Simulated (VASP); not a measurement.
EuO (u3): relaxation of cell and atoms with PBE+U

Crystal: EuO (u3).

```
CELL_PARAMETERS angstrom
0.00000 2.57195 2.57195
2.57195 0.00000 2.57195
2.57195 2.57195 0.00000
ATOMIC_POSITIONS crystal
Eu 0.00000 0.00000 0.00000
O 0.50000 0.50000 0.50000
```

```
Program                : VASP 6.6.1
Task                   : relaxation of cell and atoms
Functional             : PBE
Potentials or basis    : VASP PAW PBE potentials, release 64 (Eu, O)
Cutoff                 : 600 eV
k mesh                 : 10 × 10 × 10
Occupations            : gaussian, width 0.02 eV
Spin                   : collinear spin, ferromagnetic start
Starting moments       : [7.45, 0.0] μB
Hubbard terms          : Eu f U = 8.0 eV
Dipole correction      : no
Further INCAR settings : ALGO = Normal; EDIFF = 1e-07; IBRION = 2; EDIFFG = -0.002; NSW = 100; ISIF = 3
```

```json
{
 "Relaxed volume": "17.47 Å³/atom",
 "Relaxed cell": "a = 3.670 Å, b = 3.670 Å, c = 3.670 Å, α = 60.00°, β = 60.00°, γ = 60.00°",
 "Space group after relaxing (to 0.05 Å)": "Fm-3m (No. 225)",
 "Energy gained by relaxing": "3.4 meV/atom",
 "Ionic steps": "3",
 "Pressure after relaxing": "0.0 GPa",
 "Band gap on the k mesh": "0.71 eV, indirect (least direct gap 0.91 eV)",
 "Net moment": "7.00 μB per cell",
 "Site moments": "Eu +6.75; O -0.09 μB",
 "Valence electrons inside the program's atomic spheres": "Eu 14.97; O 4.95"
}
```

The path:
| step | energy change (eV) | largest force (eV/Å) | pressure (GPa) | volume (Å³) |
| --- | --- | --- | --- | --- |
| 1 | 0.0000 | 0.0000 | 2.41 | 34.03 |
| 2 | -0.0059 | 0.0000 | -0.84 | 35.30 |
| 3 | -0.0068 | 0.0000 | -0.01 | 34.95 |

Final structure:
```
Eu O
1.0
     0.00000    2.59501    2.59501
     2.59501    0.00000    2.59501
     2.59501    2.59501    0.00000
Eu O
1 1
Direct
  0.00000 0.00000 0.00000
  0.50000 0.50000 0.50000
```

Levels at points of the mesh, in eV from the valence-band top:
Spin up:
| k point | band 12 | band 13 | band 14 | band 15 | band 16 | band 17 | band 18 | band 19 |
| --- | --- | --- | --- | --- | --- | --- | --- | --- |
| (0.00, 0.00, 0.00) | -0.61 | 0.00 | 0.00 | 0.00 | 1.44 | 3.58 | 3.58 | 3.58 |
| (0.50, 0.00, 0.00) | -0.67 | -0.67 | -0.63 | -0.61 | 4.11 | 6.23 | 6.23 | 6.47 |
| (0.50, 0.50, 0.00) | -0.73 | -0.63 | -0.20 | -0.20 | 0.71 | 5.18 | 7.60 | 8.29 |
Spin down:
| k point | band 6 | band 7 | band 8 | band 9 | band 10 | band 11 |
| --- | --- | --- | --- | --- | --- | --- |
| (0.00, 0.00, 0.00) | -1.93 | -1.93 | -1.93 | 2.14 | 4.50 | 4.50 |
| (0.50, 0.00, 0.00) | -4.01 | -3.05 | -3.05 | 4.68 | 6.96 | 7.23 |
| (0.50, 0.50, 0.00) | -2.07 | -1.92 | -1.92 | 1.49 | 6.02 | 8.51 |

Eigenvalues of the final occupation matrices:
```csv
site,spin,trace,eigenvalues
site 1 f,1,6.85,0.97 0.98 0.98 0.98 0.98 0.98 0.98
site 1 f,2,0.01,0.00 0.00 0.00 0.00 0.00 0.00 0.00
```

Wall time 3 min on 1 thread of Intel(R) Xeon(R) 6975P-C (Granite Rapids), with other jobs on the host, peak memory 0.24 GiB.

Caveat: spin-orbit coupling is left out, which moves the levels of the heavy elements; a cell with one magnetic atom can't hold antiferromagnetic order, which such compounds often take. PBE usually gives volumes a little too large and moduli too small.
